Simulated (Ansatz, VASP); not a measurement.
# One calculation of W, two programs

The input INCAR:

```
PREC = Accurate ; ENCUT = 520
EDIFF = 1E-6 ; ISMEAR = 0
SIGMA = 0.15 ; LREAL = False
LASPH = True ; NELM = 100
ALGO = Fast ; ISIF = 2
LWAVE = False ; LCHARG = False
GGA = PS ; NBANDS = 13
```

Contents of KPOINTS:

```
Automatic mesh
0
Gamma
  24 24 24
```

File POSCAR:

```
W
1.0
   -1.7352216492      1.7352216492      1.3534728863
    1.7352216492     -1.7352216492      1.3534728863
    1.7352216492      1.7352216492     -1.3534728863
W
1
Direct
    0.0000000000      0.0000000000      0.0000000000
```

Input for Ansatz:

```yaml
crystal:
  lattice:
    - [-1.7352216492, 1.7352216492, 1.3534728863]
    - [1.7352216492, -1.7352216492, 1.3534728863]
    - [1.7352216492, 1.7352216492, -1.3534728863]
  atoms:
    - { symbol: W, position: [0.0, 0.0, 0.0] }
basis:
  ecutwfc: 420
kpoints:
  mp_grid: { grid: [24, 24, 24] }
hamiltonian:
  xc: pbesol
scf:
  occupations: { method: gaussian, width: 0.15 }
output:
  forces: true
  stress: true
  eigenvalues: true
  write_density: true
  write_potential: true
  elf: true
  volumetric_format: npy
```

Alike in both runs: task single point; functional PBEsol; k mesh 24 × 24 × 24; occupations gaussian, width 0.15 eV; no spin polarisation.

|  | VASP | Ansatz |
| --- | --- | --- |
| version | VASP 6.6.1 | Ansatz 0.2.0 |
| potentials or method | VASP PAW PBE potentials, release 64 (W_sv), cutoff 520 eV | scalar-relativistic, plane waves, PAW |
| valence electrons in the cell | 14 | 14 |

```csv
,VASP,Ansatz,Ansatz less VASP
gap on the k mesh at the Fermi level (eV),none,none,-
pressure (GPa),-1.9,-2.6,-0.64
"traceless stress, the component that is largest in VASP (GPa)",19.24,19.11,-0.124
```

VASP's potentials were made for PBE, not for PBEsol. A gap of «none» marks a metal or a gap that the smearing closes.

Neither program's run includes spin-orbit coupling.
